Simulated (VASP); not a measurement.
A run of VASP 6.6.1:

The input INCAR:

```
ALGO = Normal
EDIFF = 1E-6
ENCUT = 520
GGA = PS
GGA_COMPAT = False
ISIF = 2
ISMEAR = -1
ISYM = 0
LASPH = True
LCHARG = True
LELF = True
LREAL = Auto
LVHAR = True
LWAVE = False
NBANDS = 333
NELM = 120
PREC = Accurate
SIGMA = 0.05
```

Contents of KPOINTS:

```
Automatic mesh
0
Gamma
  1 1 1
  0.25 0.25 0.25
```

POSCAR

```
Ti11BiO24
1.0
    9.1828280000      0.0000000000      0.0000000000
    0.0000000000      9.1828280000      0.0000000000
    0.0000000000      0.0000000000      8.8166120000
Bi Ti O
2 22 48
Direct
    0.0005280000      0.0003100000      0.0001970000
    0.4870220000      0.5137980000      0.3340610000
    0.9950930000      0.0065860000      0.3441560000
    0.0033890000      0.9978560000      0.6606470000
    0.0072240000      0.5011620000      0.9979900000
    0.9985650000      0.4968270000      0.3319070000
    0.9973890000      0.5020580000      0.6658160000
    0.5048700000      0.9991350000      0.9980120000
    0.5011870000      0.9992240000      0.3318390000
    0.4967780000      0.0008140000      0.6656670000
    0.5016850000      0.4987440000      0.9937560000
    0.5040080000      0.4987920000      0.6727830000
    0.2539620000      0.2488390000      0.1670590000
    0.2396350000      0.2428030000      0.4998870000
    0.2586140000      0.2574110000      0.8275640000
    0.2504940000      0.7536610000      0.1698480000
    0.2459860000      0.7475510000      0.5063070000
    0.2565550000      0.7484180000      0.8368000000
    0.7472790000      0.2558120000      0.1666480000
    0.7430280000      0.2514900000      0.5036520000
    0.7519630000      0.2526810000      0.8343710000
    0.7519820000      0.7464740000      0.1668140000
    0.7588870000      0.7622280000      0.4987860000
    0.7437660000      0.7425440000      0.8276680000
    0.1589220000      0.1558080000      0.9965930000
    0.1467130000      0.1484300000      0.3304260000
    0.1535590000      0.1489750000      0.6716790000
    0.1449110000      0.6590770000      0.9974390000
    0.1623770000      0.6450480000      0.3349030000
    0.1464930000      0.6557490000      0.6698990000
    0.6581860000      0.1465620000      0.9988970000
    0.6495000000      0.1550250000      0.3343750000
    0.6534570000      0.1493820000      0.6674600000
    0.6557410000      0.6503570000      0.0007070000
    0.6737670000      0.6598580000      0.3364450000
    0.6569770000      0.6513880000      0.6624620000
    0.3500170000      0.3449210000      0.0005980000
    0.3406570000      0.3272690000      0.3363650000
    0.3489500000      0.3440830000      0.6618760000
    0.3412750000      0.8569310000      0.9979430000
    0.3555930000      0.8385600000      0.3352120000
    0.3446320000      0.8537200000      0.6694420000
    0.8542630000      0.3427270000      0.9990340000
    0.8453540000      0.3511960000      0.3347690000
    0.8505430000      0.3473440000      0.6669320000
    0.8445950000      0.8421260000      0.9967110000
    0.8518390000      0.8542170000      0.3307970000
    0.8515150000      0.8473330000      0.6718590000
    0.1014040000      0.4017300000      0.1667420000
    0.0978450000      0.3980320000      0.5007470000
    0.1039640000      0.4048160000      0.8327950000
    0.1007110000      0.8984610000      0.1810300000
    0.0973690000      0.9034320000      0.4983980000
    0.1020350000      0.8980640000      0.8209070000
    0.6030270000      0.3968650000      0.1456600000
    0.6033710000      0.3969510000      0.5202860000
    0.6007180000      0.3989340000      0.8330050000
    0.5990560000      0.8992500000      0.1666910000
    0.6022950000      0.9024490000      0.5008770000
    0.5956580000      0.8964240000      0.8333650000
    0.4036540000      0.0943510000      0.1673100000
    0.3998140000      0.0915070000      0.4989150000
    0.4083900000      0.1009600000      0.8338170000
    0.3910320000      0.6088390000      0.1265500000
    0.3924300000      0.6092300000      0.5396600000
    0.4015720000      0.5988860000      0.8324440000
    0.8970360000      0.1029110000      0.1783330000
    0.9017380000      0.0989720000      0.5042600000
    0.8991140000      0.1018600000      0.8192510000
    0.9065410000      0.5973870000      0.1672520000
    0.9093090000      0.6010380000      0.4989390000
    0.8997840000      0.5924700000      0.8342670000
```

Potentials or basis: VASP PAW PBE potentials, release 64 (Bi_d, Ti_sv, O).

The run is started by

```bash
$ cat potpaw_PBE.64/Bi_d/POTCAR potpaw_PBE.64/Ti_sv/POTCAR potpaw_PBE.64/O/POTCAR > POTCAR
$ mpirun -np 1 vasp_std > vasp.out
```

Hardware: 1 thread of Intel Xeon 8259CL (shared host).

**Question.** How long does it take, and how much memory?

**Answer.** Run time: 80 min on 1 thread of Intel Xeon 8259CL (shared host), peak memory 1.1 GiB. Counts: scf iterations 19, k points 4.
